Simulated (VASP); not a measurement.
Here is a VASP 6.6.1 calculation.

The input INCAR:

```
SYSTEM = MnS
PREC = Accurate
ENCUT = 520
EDIFF = 1E-6
ISMEAR = 1
SIGMA = 0.2
LREAL = .FALSE.
LASPH = .TRUE.
NELM = 150
ALGO = Normal
ISIF = 2
LWAVE = .FALSE.
LCHARG = .FALSE.
ISPIN = 2
MAGMOM = 4 0
LORBIT = 11
LMAXMIX = 4
NBANDS = 20
```

KPOINTS

```
regular mesh
0
G
  7 7 7
  0 0 0
```

POSCAR

```
MnS
1.0
    0.0000000000      2.8000000000      2.8000000000
    2.8000000000      0.0000000000      2.8000000000
    2.8000000000      2.8000000000      0.0000000000
Mn S
1 1
Direct
    0.0000000000      0.0000000000      0.0000000000
    0.2500000000      0.2500000000      0.2500000000
```

Potentials or basis: VASP PAW LDA potentials, release 64 (Mn_pv, S).

Run with:

```console
$ cat potpaw_LDA.64/Mn_pv/POTCAR potpaw_LDA.64/S/POTCAR > POTCAR
$ mpirun -np 1 vasp_std > vasp.out
```

Question: Estimate the site moments.

Answer: Mn +4.16; S +0.08 μB.

Question: What does it give for the net moment?

Answer: 4.73 μB per cell.

Question: What does it give for the pressure?

Answer: -6.2 GPa.

Caveat: a cell with one magnetic atom can't hold antiferromagnetic order, which such compounds often take.
